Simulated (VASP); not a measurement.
A run of VASP 6.6.1 is set up as follows.

Contents of INCAR:

```
SYSTEM = Mg4C
ALGO = Normal
DIPOL = 0.5 0.5 0.386
EDIFF = 1E-7
EDIFFG = -0.025
ENCUT = 520
IBRION = 2
IDIPOL = 3
ISIF = 2
ISMEAR = 0
LASPH = .True.
LCHARG = .False.
LDIPOL = .True.
LREAL = .False.
LWAVE = .False.
NELM = 60
NSW = 36
PREC = Accurate
SIGMA = 0.1
```

Contents of KPOINTS:

```
k-points
0
Gamma
  9 9 1
  0 0 0
```

The input POSCAR:

```
Mg4C
1.0
    3.1466128692      0.0000000000      0.0000000000
   -1.5733064346      2.7250466806      0.0000000000
    0.0000000000      0.0000000000     23.0605951812
Mg C
4 1
Selective dynamics
Direct
    0.6666666667      0.3333333333      0.1734560608  F F F
    0.3333333333      0.6666666667      0.2827092830  F F F
    0.6666666667      0.3333333333      0.3902185408  F F F
    0.3333333333      0.6666666667      0.5013138252  F F F
    0.5000000000      1.0000000000      0.5805861504  F F T
```

Potentials or basis: VASP PAW LDA potentials, release 64 (Mg, C).

Run with:

```bash
$ cat potpaw_LDA.64/Mg/POTCAR potpaw_LDA.64/C/POTCAR > POTCAR
$ mpirun -np 1 vasp_std > vasp.out
```

Estimate the band gap on the k mesh.

0.04 eV (least direct gap 0.06 eV).

Predict the energy gained by relaxing.

0.2 meV/atom.

Final structure:
```yaml
crystal:
  lattice:
    - [3.14661, 0.00000, 0.00000]
    - [-1.57331, 2.72505, 0.00000]
    - [0.00000, 0.00000, 23.06060]
  atoms:
    - { symbol: Mg, position: [0.66667, 0.33333, 0.17346] }
    - { symbol: Mg, position: [0.33333, 0.66667, 0.28271] }
    - { symbol: Mg, position: [0.66667, 0.33333, 0.39022] }
    - { symbol: Mg, position: [0.33333, 0.66667, 0.50131] }
    - { symbol: C, position: [0.50000, 0.00000, 0.58140] }
```

Caveat: the smearing spreads over this small gap.
